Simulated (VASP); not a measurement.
BAs:

```xyz
2
Lattice="0.0000 2.3553 2.3553 2.3553 0.0000 2.3553 2.3553 2.3553 0.0000" Properties=species:S:1:pos:R:3 pbc="T T T"
B     0.0000    0.0000    0.0000
As    1.1777    1.1777    1.1777
```

This cell differs from its parent crystal: volume changed by -6%.

Base run:

* Program: VASP 6.6.1
* Functional: PBE
* Potentials or basis: VASP PAW PBE potentials, release 64 (B, As)
* Cutoff: 520 eV
* k mesh: 8 × 8 × 8
* Occupations: gaussian, width 0.01 eV
* Spin: no spin polarisation

Its results: band gap on the k mesh 1.15 eV, indirect (least direct gap 3.33 eV); pressure 10.1 GPa.

The run is repeated on the same cell with these changes: potentials or basis from VASP PAW PBE potentials, release 64 (B, As) to VASP PAW PBE potentials, release 64 (B, As_d); cutoff from 520 eV to 600 eV; further incar settings from ALGO = Normal; EDIFF = 1e-07; NBANDS = 11 to ALGO = Normal; EDIFF = 1e-06; NBANDS = 16; valence electrons from 8 to 18. What comes out?

Band gap on the k mesh 1.16 eV, indirect (least direct gap 3.34 eV); pressure 9.0 GPa.

A k mesh can miss the band edges.
